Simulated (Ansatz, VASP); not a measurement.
# InP in VASP and in Ansatz

The input POSCAR:

```
InP
1.0
    0.0000000000      2.9800000000      2.9800000000
    2.9800000000      0.0000000000      2.9800000000
    2.9800000000      2.9800000000      0.0000000000
In P
1 1
Direct
    0.0000000000      0.0000000000      0.0000000000
    0.2500000000      0.2500000000      0.2500000000
```

INCAR.step1

```
ALGO = Normal ; EDIFF = 1E-4
ENCUT = 520 ; GGA = PE
ISMEAR = -1 ; LASPH = T
LCHARG = F ; LREAL = F
LWAVE = T ; NBANDS = 16
NELM = 80 ; PREC = Accurate
SIGMA = 0.02
```

Contents of INCAR.step2:

```
ALGO = Normal ; EDIFF = 1E-7
ENCUT = 520 ; ISIF = 2
ISMEAR = -1 ; ISTART = 1
LASPH = T ; LCHARG = F
LMIXTAU = T ; LREAL = F
LWAVE = F ; METAGGA = R2SCAN
NBANDS = 16 ; NELM = 80
PREC = Accurate ; SIGMA = 0.02
```

Contents of KPOINTS:

```
k-points
0
Gamma
  6 6 6
```

Input for Ansatz:

```yaml
crystal:
  lattice:
    - [0, 2.98, 2.98]
    - [2.98, 0, 2.98]
    - [2.98, 2.98, 0]
  atoms:
    - { symbol: In, position: [0, 0, 0] }
    - { symbol: P, position: [0.25, 0.25, 0.25] }
kpoints:
  mp_grid: { grid: [6, 6, 6] }
hamiltonian:
  xc: r2scan
  pseudopotentials:
    kind: all_electron
    relativity: scalar
    datasets: crystal
    dataset_attempts: all
    nuclear_model: point
scf:
  occupations: { method: fermi_dirac, width: 0.02 }
  convergence: { dr2_threshold: "1e-9 eV" }
  max_iter: 300
output:
  forces: true
  stress: true
  eigenvalues: true
```

Alike in both runs: task single point; functional r2SCAN; k mesh 6 × 6 × 6; occupations fermi-dirac, width 0.02 eV; no spin polarisation.

```csv
,VASP,Ansatz
version,VASP 6.6.1,Ansatz 0.2.0 development build
potentials or method,"VASP PAW PBE potentials, release 64 (In_d, P), cutoff 520 eV","plane waves, all-electron PAW datasets generated for the crystal"
```

|  | VASP | Ansatz | Ansatz less VASP |
| --- | --- | --- | --- |
| gap on the k mesh at the Fermi level (eV) | 0.87 | 0.87 | -0.002 |

VASP's potentials were made for PBE, not for r2SCAN. Ansatz ran all-electron here, and VASP with PAW potentials.
